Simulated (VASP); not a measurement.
# AlIn2 in VASP: a series of runs, part 2 of 2

VASP 6.6.1. The steps go on from the part before.

## (4) Single point, PBE

This run uses another cell than the first one, of 24.23 Å³/atom, 1.250 times its volume.

Contents of INCAR:

```
SYSTEM = AlIn2
  PREC = Accurate
  ENCUT = 520
  EDIFF = 1E-6
  ISMEAR = 0
  SIGMA = 0.1
  LREAL = .FALSE.
  LASPH = .TRUE.
  NELM = 60
  ALGO = Normal
  ISIF = 2
  LWAVE = .FALSE.
  LCHARG = .TRUE.
  GGA = PE
  LELF = .TRUE.
  LVHAR = .TRUE.
  NBANDS = 38
```

Contents of KPOINTS:

```
Automatic mesh
0
G
  4 4 4
  0 0 0
```

Contents of POSCAR:

```
AlIn2
1.0
    0.0000000000      5.0047320659      5.0931048917
    2.8518769105      0.0000000000      5.0931048917
    2.8518769105      5.0047320659      0.0000000000
Al In
2 4
Direct
    0.2500000000      0.2500000000      0.2500000000
    0.7500000000      0.7500000000      0.7500000000
    0.6560976494      0.3439023506      0.6560976494
    0.8456151197      0.8456151197      0.1543848803
    0.1543848803      0.1543848803      0.8456151197
    0.3439023506      0.6560976494      0.3439023506
```

Potentials or basis: VASP PAW PBE potentials, release 64 (Al, In_d).

Run with:

```
> cat potpaw_PBE.64/Al/POTCAR potpaw_PBE.64/In_d/POTCAR > POTCAR
> mpirun -np 1 vasp_std > vasp.out
```

OUTCAR:

```text
SYSTEM = AlIn2
   PREC = Accurate
   ENCUT = 520
   EDIFF = 1E-6
   ISMEAR = 0
   LREAL = .FALSE.
   LASPH = .TRUE.
   NELM = 60
   ISIF = 2
   GGA = PE

 ion  position               nearest neighbor table
   1  0.250  0.250  0.250-   2 2.85   2 2.85   4 3.04   4 3.04   5 3.04   5 3.04   6 3.07   6 3.07
                             3 3.07   3 3.07
   2  0.750  0.750  0.750-   1 2.85   1 2.85   5 3.04   5 3.04   4 3.04   4 3.04   6 3.07   3 3.07
                             6 3.07   3 3.07
   3  0.656  0.344  0.656-   1 3.07   1 3.07   2 3.07   2 3.07   6 3.12   6 3.42   6 3.42   5 3.61
                             4 3.61   4 3.61   5 3.61   4 3.78   5 3.78   4 3.85   5 3.85
   4  0.846  0.846  0.154-   1 3.04   1 3.04   2 3.04   2 3.04   5 3.15   5 3.45   5 3.45   3 3.61
                             6 3.61   6 3.61   3 3.61   3 3.78   6 3.78   3 3.85   6 3.85
   5  0.154  0.154  0.846-   2 3.04   2 3.04   1 3.04   1 3.04   4 3.15   4 3.45   4 3.45   3 3.61
                             3 3.61   6 3.61   6 3.61   6 3.78   3 3.78   3 3.85   6 3.85
   6  0.344  0.656  0.344-   1 3.07   1 3.07   2 3.07   2 3.07   3 3.12   3 3.42   3 3.42   4 3.61
                             5 3.61   5 3.61   4 3.61   4 3.78   5 3.78   4 3.85   5 3.85

  LATTYP: Found a face centered orthorhombic cell.
 ALAT       =     5.7037538210
 B/A-ratio  =     1.7548906292
 C/A-ratio  =     1.7858782309

  Lattice vectors:

 A1 = (   0.0000000000,   5.0047320659,   5.0931048917)
 A2 = (   2.8518769105,   0.0000000000,   5.0931048917)
 A3 = (   2.8518769105,   5.0047320659,   0.0000000000)

Analysis of symmetry for initial positions (statically):
=====================================================================
 Subroutine PRICEL returns:
 Original cell was already a primitive cell.

 Routine SETGRP: Setting up the symmetry group for a
 face centered orthorhombic supercell.

 Subroutine GETGRP returns: Found  8 space group operations
 (whereof  8 operations were pure point group operations)
 out of a pool of  8 trial point group operations.

The static configuration has the point symmetry D_2h.

[... 136 lines left out ...]
  Thomas-Fermi vector in A             =   2.340859
   LORBIT       =      0    0 simple, 1 ext, 2 COOP (PROOUT), +10 PAW based schemes
   GGA     = PE    functional components
   LHFCALC =     F    Hartree Fock is set to
   AEXX    =    0.0000 exact exchange contribution
   IVDW    =     0    specifies the selected vdW correction
   LEPSILON=     F    determine dielectric tensor
   LRPA    =     F    only Hartree local field effects (RPA)
 non-spin polarized calculation
 Gauss-broadening in eV      SIGMA  =   0.10
  energy-cutoff  :      520.00
  volume of cell :      145.39
 maximum number of plane-waves:      3934
 NGX is ok and might be reduce to    54
   NGX = 27   NGY = 21   NGZ = 21

 number of electron      58.0000009 magnetization

 Free energy of the ion-electron system (eV)
  ---------------------------------------------------
  ext. energy  EPLUGINS =         0.00000000
  ---------------------------------------------------
  free energy    TOTEN  =       -17.50267580 eV

  energy without entropy =      -17.49520570  energy(sigma->0) =      -17.49894075

 E-fermi :   7.2275     XC(G=0): -10.0039

 val. band max:        7.1108738787   @ k =   0.0000   0.0000   0.0000
 cond. band min:       7.2509179157   @ k =   0.2500  -0.0000  -0.0000
 fundamental gap:      0.1400440369
 Fermi energy:         7.2274610962

 k-point     1 :       0.0000    0.0000    0.0000
  band No.  band energies     occupation
      1      -7.5864      2.00000
      2      -7.5799      2.00000
      3      -7.5480      2.00000
      4      -7.5391      2.00000
      5      -7.5369      2.00000
      6      -7.5110      2.00000
[... 727 lines left out ...]
     37      12.1267      0.00000
     38      12.2842      0.00000

------------------------ aborting loop because EDIFF is reached ----------------------------------------

  FORCE on cell =-STRESS in cart. coord.  units (eV):
  Direction    XX          YY          ZZ          XY          YZ          ZX
  --------------------------------------------------------------------------------------
  -------------------------------------------------------------------------------------
  Total       -0.4882719      0.8637776     -0.9006594      0.0000000      0.0000000      0.0000000
  in kB       -5.3808150      9.5189332     -9.9253749      0.0000000      0.0000000      0.0000000
  external PRESSURE =      -1.9290855 kB  Pullay stress =       0.0000000 kB

 VOLUME and BASIS-vectors are now :
 -----------------------------------------------------------------------------
  energy-cutoff  :      520.00
  volume of cell :      145.39
      direct lattice vectors                 reciprocal lattice vectors
     0.000000000  5.004732066  5.093104892    -0.175323135  0.099905448  0.098171942
     2.851876911  0.000000000  5.093104892     0.175323135 -0.099905448  0.098171942
     2.851876911  5.004732066  0.000000000     0.175323135  0.099905448 -0.098171942

 POSITION                                       TOTAL-FORCE (eV/Angst)
 -----------------------------------------------------------------------------------
      1.42594      2.50237      2.54655        -0.000000     -0.000000      0.000000
      4.27782      7.50710      7.63966         0.000000     -0.000000      0.000000
      2.85188      6.56719      5.09310         0.000000      0.129287      0.000000
      2.85188      5.00473      8.61361         0.000000     -0.000000     -0.139984
      2.85188      5.00473      1.57260         0.000000     -0.000000      0.139984
      2.85188      3.44228      5.09310         0.000000     -0.129287      0.000000
 -----------------------------------------------------------------------------------
    total drift:                                0.000000      0.000000      0.000000

  FREE ENERGIE OF THE ION-ELECTRON SYSTEM (eV)
  ---------------------------------------------------
  free  energy   TOTEN  =       -17.5026758019 eV

  energy  without entropy=      -17.4952056989  energy(sigma->0) =      -17.49894075
```

OSZICAR:

```text
N       E                     dE             d eps       ncg     rms          rms(c)
DAV:   1     0.540423962664E+03    0.54042E+03   -0.27066E+04  1368   0.192E+03
DAV:   2     0.383910472895E+02   -0.50203E+03   -0.49201E+03  1368   0.470E+02
DAV:   3    -0.155403633929E+02   -0.53931E+02   -0.52771E+02  1576   0.174E+02
DAV:   4    -0.177390008976E+02   -0.21986E+01   -0.21934E+01  1658   0.382E+01
DAV:   5    -0.178433084368E+02   -0.10431E+00   -0.10430E+00  2044   0.673E+00    0.538E+00
DAV:   6    -0.175387415204E+02    0.30457E+00   -0.66380E-01  1852   0.746E+00    0.290E+00
DAV:   7    -0.175068696096E+02    0.31872E-01   -0.20370E-01  1816   0.320E+00    0.746E-01
DAV:   8    -0.175030169369E+02    0.38527E-02   -0.27691E-02  1712   0.130E+00    0.339E-01
DAV:   9    -0.175027154662E+02    0.30147E-03   -0.25987E-03  1946   0.412E-01    0.203E-01
DAV:  10    -0.175026744932E+02    0.40973E-04   -0.55687E-04  2012   0.206E-01    0.587E-02
DAV:  11    -0.175026786194E+02   -0.41263E-05   -0.76992E-05  1842   0.808E-02    0.253E-02
DAV:  12    -0.175026761920E+02    0.24274E-05   -0.11625E-05  1762   0.346E-02    0.549E-03
DAV:  13    -0.175026758019E+02    0.39011E-06   -0.15002E-06  1028   0.122E-02
   1 F= -.17502676E+02 E0= -.17498941E+02  d E =-.747010E-02
```

stdout:

```text
POSCAR found type information on POSCAR AlIn
 POSCAR found :  2 types and       6 ions
 scaLAPACK will be used
 LDA part: xc-table for (Slater+PW92), standard interpolation
 POSCAR, INCAR and KPOINTS ok, starting setup
 FFT: planning ... GRIDC
 FFT: planning ... GRID_SOFT
 FFT: planning ... GRID
 WAVECAR not read
 entering main loop
```

It took 2.7 min on 1 thread of Intel Xeon Platinum 8375C at 2.90GHz (Ice Lake), shared host; peak memory 0.37 GiB.

What came out:

```yaml
Free_energy: -17.5027 eV
Pressure: -0.2 GPa
Largest_force: 0.140 eV/Å
Band_gap_on_the_k_mesh: zero (band 29 reaches 8.36 eV, above the bottom of band 30 at 5.80 eV)
```

Forces on the atoms (eV/Å):
```
Al   0.000  0.000  0.000
Al   0.000  0.000  0.000
In   0.000  0.129  0.000
In   0.000  0.000 -0.140
In   0.000  0.000  0.140
In   0.000 -0.129  0.000
```

Stress tensor (GPa, compression positive):
```
-0.54  0.00  0.00
 0.00  0.95  0.00
 0.00  0.00 -0.99
```

Caveat: spin-orbit coupling is left out, which moves the levels of the heavy elements.

## (5) The runs side by side

```tsv
cell	gap on the mesh (eV)	pressure (GPa)	largest force (eV/Å)
a = 5.363 Å, angles 105.0, 105.0, 118.9°, 6 atoms	none	17.0	0.17
a = 5.804 Å, angles 103.8, 103.8, 121.4°, 6 atoms	none	-0.1	0.01
a = 7.141, b = 5.837, c = 5.760 Å, angles 76.0, 52.5, 51.5°, 6 atoms	none	-0.2	0.14
```

Alike in all rows: task single point; level PBE; potentials or basis VASP PAW PBE potentials, release 64 (Al, In_d); no spin polarisation; k mesh 4 × 4 × 4; cutoff (eV) 520; smearing gaussian 0.1 eV.

Caveats: some runs use coarse meshes; spin-orbit coupling is left out, which moves the levels of the heavy elements.

Total energies depend on the potentials used, so only differences within one code and one set of settings carry meaning.
